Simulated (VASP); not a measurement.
# Ca (P6_3/mmc) in VASP: a series of runs

Ca is run at these levels: r2SCAN; tasks: single point.

Program: VASP 6.6.1. These are calculated values, not measurements. Logs are shortened: lines on timing, memory, paths and dates and some standing lists are left out, and cuts for length are marked.

## Step 1: The cell of the first run

It takes space group P6_3/mmc (No. 194, hexagonal). The conventional cell has a = 3.939 Å, b = 3.939 Å, c = 6.457 Å, α = 90.00°, β = 90.00°, γ = 120.00°. Ca (site symmetry -6m2) has 12 Ca at 3.94 to 3.95 Å within 5.2 Å.

This isn't the form of Ca at room conditions, which is fcc.

## Step 2: Single point, r2SCAN

File POSCAR:

```
Ca
1.0
    3.9388753865      0.0000000000      0.0000000000
   -1.9694376932      3.4111661470      0.0000000000
    0.0000000000      0.0000000000      6.4568750671
Ca
2
Direct
    0.3333333333      0.6666666667      0.2500000000
    0.6666666667      0.3333333333      0.7500000000
```

File INCAR.step1:

```
ALGO = Normal
EDIFF = 1E-4
ENCUT = 520
GGA = PE
ISMEAR = 0
LASPH = T
LCHARG = F
LREAL = F
LWAVE = T
NBANDS = 17
NELM = 80
PREC = Accurate
SIGMA = 0.1
```

File INCAR.step2:

```
ALGO = Normal
EDIFF = 1E-6
ENCUT = 520
ISIF = 2
ISMEAR = 0
ISTART = 1
LASPH = T
LCHARG = F
LMIXTAU = T
LREAL = F
LWAVE = F
METAGGA = R2SCAN
NBANDS = 17
NELM = 80
PREC = Accurate
SIGMA = 0.1
```

File KPOINTS:

```
k-points
0
Gamma
  12 12 8
```

Potentials or basis: VASP PAW PBE potentials, release 64 (Ca_sv).

Started as:

```bash
cat potpaw_PBE.64/Ca_sv/POTCAR > POTCAR
cp INCAR.step1 INCAR
mpirun -np 1 vasp_std > vasp.out
cp INCAR.step2 INCAR
mpirun -np 1 vasp_std > vasp.out
```

OUTCAR:

```text
EDIFF = 1E-6
   ENCUT = 520
   ISIF = 2
   ISMEAR = 0
   ISTART = 1
   LASPH = T
   LREAL = F
   METAGGA = R2SCAN
   NELM = 80
   PREC = Accurate

 ion  position               nearest neighbor table
   1  0.333  0.667  0.250-
   2  0.667  0.333  0.750-

  LATTYP: Found a hexagonal cell.
 ALAT       =     3.9388753865
 C/A-ratio  =     1.6392686829

  Lattice vectors:

 A1 = (   3.9388753865,   0.0000000000,   0.0000000000)
 A2 = (  -1.9694376932,   3.4111661470,   0.0000000000)
 A3 = (   0.0000000000,   0.0000000000,   6.4568750671)

Analysis of symmetry for initial positions (statically):
=====================================================================
 Subroutine PRICEL returns:
 Original cell was already a primitive cell.

 Routine SETGRP: Setting up the symmetry group for a
 hexagonal supercell.

 Subroutine GETGRP returns: Found 24 space group operations
 (whereof 12 operations were pure point group operations)
 out of a pool of 24 trial point group operations.

The static configuration has the point symmetry D_3d.
 The point group associated with its full space group is D_6h.

Analysis of symmetry for dynamics (positions and initial velocities):
=====================================================================
 Subroutine PRICEL returns:
 Original cell was already a primitive cell.

 Routine SETGRP: Setting up the symmetry group for a
 hexagonal supercell.

 Subroutine GETGRP returns: Found 24 space group operations
 (whereof 12 operations were pure point group operations)
 out of a pool of 24 trial point group operations.

The dynamic configuration has the point symmetry D_3d.
 The point group associated with its full space group is D_6h.

 Subroutine INISYM returns: Found 24 space group operations
 (whereof 12 operations are pure point group operations),
 and found     1 'primitive' translations

----------------------------------------------------------------------------------------

                                     Primitive cell

  volume of cell :      86.7556

  direct lattice vectors                    reciprocal lattice vectors
     3.938875386  0.000000000  0.000000000     0.253879573  0.146577440  0.000000000
    -1.969437693  3.411166147  0.000000000     0.000000000  0.293154879  0.000000000
     0.000000000  0.000000000  6.456875067     0.000000000  0.000000000  0.154873680

  length of vectors
[... 80 lines left out ...]
   ENCUT  =  520.0 eV  38.22 Ry    6.18 a.u.   7.32  7.32 12.01*2*pi/ulx,y,z
   NELM   =     80;   NELMIN=  2; NELMDL=  0     # of ELM steps
   EDIFF  = 0.1E-05   stopping-criterion for ELM
   LREAL  =      F    real-space projection
   EDIFFG = 0.1E-04   stopping-criterion for IOM
   NSW    =      0    number of steps for IOM
   IBRION =     -1    ionic relax: 0-MD 1-quasi-New 2-CG
   NFREE  =      0    steps in history (QN), initial steepest desc. (CG)
   ISIF   =      2    stress and relaxation
   ISYM   =      2    0-nonsym 1-usesym 2-fastsym
   POTIM  = 0.5000    time-step for ionic-motion
   TEBEG  =    0.0;   TEEND  =   0.0 temperature during run
   PSTRESS=    0.0 pullay stress
   NELECT =      20.0000    total number of electrons
   NUPDOWN=      -1.0000    fix difference up-down
   EMIN   =  10.00;   EMAX   =-10.00  energy-range for DOS
   EFERMI =   0.00;   METHOD = LEGACY
   ISMEAR =     0;   SIGMA  =   0.10  broadening in eV -4-tet -1-fermi 0-gaus
   EFERMI_NEDOS =   21; number of points for ismear=-14 and -15
   IALGO  =     38    algorithm
   IMIX   =      4    mixing-type and parameters
     AMIX     =   0.40;   BMIX     =  1.00
     AMIX_MAG =   1.60;   BMIX_MAG =  1.00
  volume/ion in A,a.u.               =      43.38       292.73
  Fermi-wavevector in a.u.,A,eV,Ry     =   1.003812  1.896929 13.709751  1.007638
  Thomas-Fermi vector in A             =   2.136388
   LORBIT       =      0    0 simple, 1 ext, 2 COOP (PROOUT), +10 PAW based schemes
   METAGGA = R2SCAN    functional components
   LHFCALC =     F    Hartree Fock is set to
   AEXX    =    0.0000 exact exchange contribution
   IVDW    =     0    specifies the selected vdW correction
   LEPSILON=     F    determine dielectric tensor
   LRPA    =     F    only Hartree local field effects (RPA)
 non-spin polarized calculation
 Gauss-broadening in eV      SIGMA  =   0.10
  energy-cutoff  :      520.00
  volume of cell :       86.76
 maximum number of plane-waves:      2364
 NGX is ok and might be reduce to    30
   NGX = 15   NGY = 15   NGZ = 25

 number of electron      19.9999995 magnetization

 Free energy of the ion-electron system (eV)
  ---------------------------------------------------
  ext. energy  EPLUGINS =         0.00000000
  ---------------------------------------------------
  free energy    TOTEN  =       -14.05483517 eV

  energy without entropy =      -14.04338430  energy(sigma->0) =      -14.04910973

 E-fermi :   1.9596     XC(G=0):  -8.1314

 val. band max:        1.9569777678   @ k =   0.5000   0.0000   0.3750
 cond. band min:       1.9715524693   @ k =   0.0000   0.0000   0.1250
 fundamental gap:      0.0145747015
 Fermi energy:         1.9596448376

 k-point     1 :       0.0000    0.0000    0.0000
  band No.  band energies     occupation
      1     -41.9415      2.00000
      2     -41.9290      2.00000
      3     -22.0991      2.00000
      4     -21.9936      2.00000
      5     -21.9936      2.00000
      6     -21.9758      2.00000
[... 457 lines left out ...]
      4     -22.0570      2.00000
      5     -22.0487      2.00000
      6     -22.0156      2.00000
[... 9 lines left out ...]
     16       5.5572      0.00000
     17       5.6577      0.00000

 [... further k-points ...]

------------------------ aborting loop because EDIFF is reached ----------------------------------------

  FORCE on cell =-STRESS in cart. coord.  units (eV):
  Direction    XX          YY          ZZ          XY          YZ          ZX
  --------------------------------------------------------------------------------------
  -------------------------------------------------------------------------------------
  Total        0.0345399      0.0345399      0.0484615      0.0000000      0.0000000      0.0000000
  in kB        0.6378724      0.6378724      0.8949737      0.0000000      0.0000000      0.0000000
  external PRESSURE =       0.7235728 kB  Pullay stress =       0.0000000 kB

 VOLUME and BASIS-vectors are now :
 -----------------------------------------------------------------------------
  energy-cutoff  :      520.00
  volume of cell :       86.76
      direct lattice vectors                 reciprocal lattice vectors
     3.938875386  0.000000000  0.000000000     0.253879573  0.146577440  0.000000000
    -1.969437693  3.411166147  0.000000000     0.000000000  0.293154879  0.000000000
     0.000000000  0.000000000  6.456875067     0.000000000  0.000000000  0.154873680

 POSITION                                       TOTAL-FORCE (eV/Angst)
 -----------------------------------------------------------------------------------
     -0.00000      2.27411      1.61422         0.000000      0.000000      0.000000
      1.96944      1.13706      4.84266        -0.000000      0.000000      0.000000
 -----------------------------------------------------------------------------------
    total drift:                               -0.000000      0.000000     -0.000000

  FREE ENERGIE OF THE ION-ELECTRON SYSTEM (eV)
  ---------------------------------------------------
  free  energy   TOTEN  =       -14.0548351664 eV

  energy  without entropy=      -14.0433843034  energy(sigma->0) =      -14.04910973
```

Wall time 6.3 min (1 thread of Intel Xeon Platinum 8259CL at 2.50GHz (Skylake/Cascade Lake), shared host); peak memory 0.28 GiB.

What came out:

- Free energy: -14.0548 eV
- Pressure: 0.1 GPa
- Band gap on the k mesh: zero (bands 10 and 11 overlap by 0.70 eV)

Caveat: the PAW data sets were made with another functional, which shifts forces and pressure a little.

## Step 3: Single point, r2SCAN

POSCAR is that of step 2.

File INCAR.step1:

```
SYSTEM = Ca
PREC     = Accurate       ! precision mode
ENCUT    = 520            ! plane-wave cutoff, eV
ISMEAR   = 0              ! smearing method
SIGMA    = 0.1            ! smearing width, eV
LREAL    = .False.        ! projectors in reciprocal space
LASPH    = .True.         ! aspherical terms in the spheres
NELM     = 60             ! most SCF steps
NBANDS   = 17             ! bands
GGA      = PE             ! functional
ALGO     = Normal         ! electronic algorithm
EDIFF    = 1E-4           ! SCF threshold, eV
LWAVE    = .True.         ! write WAVECAR
LCHARG   = .False.        ! write CHGCAR
```

File INCAR.step2:

```
SYSTEM = Ca
PREC     = Accurate       ! precision mode
ENCUT    = 520            ! plane-wave cutoff, eV
EDIFF    = 1E-6           ! SCF threshold, eV
ISMEAR   = 0              ! smearing method
SIGMA    = 0.1            ! smearing width, eV
LREAL    = .False.        ! projectors in reciprocal space
LASPH    = .True.         ! aspherical terms in the spheres
NELM     = 60             ! most SCF steps
ALGO     = Normal         ! electronic algorithm
ISIF     = 2              ! what is computed and relaxed
LWAVE    = .False.        ! write WAVECAR
LCHARG   = .True.         ! write CHGCAR
METAGGA  = R2SCAN         ! meta-GGA
LMIXTAU  = .True.       
LELF     = .True.         ! ELF
LVHAR    = .True.       
NBANDS   = 17             ! bands
ISTART   = 1
```

File KPOINTS:

```
Automatic mesh
0
Gamma
  12 12 8
  0 0 0
```

Potentials or basis: VASP PAW PBE potentials, release 64 (Ca_sv).

Started as:

```bash
cat potpaw_PBE.64/Ca_sv/POTCAR > POTCAR
cp INCAR.step1 INCAR
mpirun -np 1 vasp_std > vasp.out
cp INCAR.step2 INCAR
mpirun -np 1 vasp_std > vasp.out
```

OUTCAR:

```text
SYSTEM = Ca
   PREC = Accurate
   ENCUT = 520
   EDIFF = 1E-6
   ISMEAR = 0
   LREAL = .False.
   LASPH = .True.
   NELM = 60
   ISIF = 2
   METAGGA = R2SCAN
   ISTART = 1

 ion  position               nearest neighbor table
   1  0.333  0.667  0.250-
   2  0.667  0.333  0.750-

  LATTYP: Found a hexagonal cell.
 ALAT       =     3.9388753865
 C/A-ratio  =     1.6392686829

  Lattice vectors:

 A1 = (   3.9388753865,   0.0000000000,   0.0000000000)
 A2 = (  -1.9694376932,   3.4111661470,   0.0000000000)
 A3 = (   0.0000000000,   0.0000000000,   6.4568750671)

Analysis of symmetry for initial positions (statically):
=====================================================================
 Subroutine PRICEL returns:
 Original cell was already a primitive cell.

 Routine SETGRP: Setting up the symmetry group for a
 hexagonal supercell.

 Subroutine GETGRP returns: Found 24 space group operations
 (whereof 12 operations were pure point group operations)
 out of a pool of 24 trial point group operations.

The static configuration has the point symmetry D_3d.
 The point group associated with its full space group is D_6h.
[... 160 lines left out ...]

  energy without entropy =      -14.04338430  energy(sigma->0) =      -14.04910973

 E-fermi :   1.9596     XC(G=0):  -8.1314

 val. band max:        1.9569777678   @ k =   0.5000   0.0000   0.3750
 cond. band min:       1.9715524693   @ k =   0.0000   0.0000   0.1250
 fundamental gap:      0.0145747015
 Fermi energy:         1.9596448376

 k-point     1 :       0.0000    0.0000    0.0000
  band No.  band energies     occupation
      1     -41.9415      2.00000
      2     -41.9290      2.00000
      3     -22.0991      2.00000
      4     -21.9936      2.00000
      5     -21.9936      2.00000
      6     -21.9758      2.00000
[... 457 lines left out ...]
      4     -22.0570      2.00000
      5     -22.0487      2.00000
      6     -22.0156      2.00000
[... 9 lines left out ...]
     16       5.5572      0.00000
     17       5.6577      0.00000

 [... further k-points ...]

------------------------ aborting loop because EDIFF is reached ----------------------------------------

  FORCE on cell =-STRESS in cart. coord.  units (eV):
  Direction    XX          YY          ZZ          XY          YZ          ZX
  --------------------------------------------------------------------------------------
  -------------------------------------------------------------------------------------
  Total        0.0345399      0.0345399      0.0484615      0.0000000      0.0000000      0.0000000
  in kB        0.6378724      0.6378724      0.8949737      0.0000000      0.0000000      0.0000000
  external PRESSURE =       0.7235728 kB  Pullay stress =       0.0000000 kB

 VOLUME and BASIS-vectors are now :
 -----------------------------------------------------------------------------
  energy-cutoff  :      520.00
  volume of cell :       86.76
      direct lattice vectors                 reciprocal lattice vectors
     3.938875386  0.000000000  0.000000000     0.253879573  0.146577440  0.000000000
    -1.969437693  3.411166147  0.000000000     0.000000000  0.293154879  0.000000000
     0.000000000  0.000000000  6.456875067     0.000000000  0.000000000  0.154873680

 POSITION                                       TOTAL-FORCE (eV/Angst)
 -----------------------------------------------------------------------------------
     -0.00000      2.27411      1.61422         0.000000      0.000000      0.000000
      1.96944      1.13706      4.84266        -0.000000      0.000000      0.000000
 -----------------------------------------------------------------------------------
    total drift:                               -0.000000      0.000000     -0.000000

  FREE ENERGIE OF THE ION-ELECTRON SYSTEM (eV)
  ---------------------------------------------------
  free  energy   TOTEN  =       -14.0548351664 eV

  energy  without entropy=      -14.0433843034  energy(sigma->0) =      -14.04910973
```

Run time: 5.7 min. Hardware: 1 thread of Intel Xeon Platinum 8259CL at 2.50GHz (Skylake/Cascade Lake), shared host; peak memory 0.29 GiB.

What came out:

```
Free energy            : -14.0548 eV
Pressure               : 0.1 GPa
Band gap on the k mesh : zero (bands 10 and 11 overlap by 0.70 eV)
```

Levels at points of the mesh, in eV from the Fermi level:
```csv
k point,band 6,band 7,band 8,band 9,band 10,band 11,band 12,band 13,band 14,band 15
"(0.00, 0.00, 0.00)",-23.94,-23.94,-23.93,-4.31,-1.03,-0.39,2.56,2.57,2.58,2.90
"(0.50, 0.00, 0.00)",-23.98,-23.96,-23.95,-1.16,-0.84,0.29,0.49,1.47,2.08,2.49
"(0.00, 0.00, 0.50)",-23.94,-23.94,-23.94,-3.26,-3.26,1.56,1.56,2.57,2.57,2.57
"(0.50, 0.00, 0.50)",-23.97,-23.96,-23.96,-0.67,-0.67,-0.01,-0.01,1.65,1.65,3.16
```

Caveat: the PAW data sets were made with another functional, which shifts forces and pressure a little.
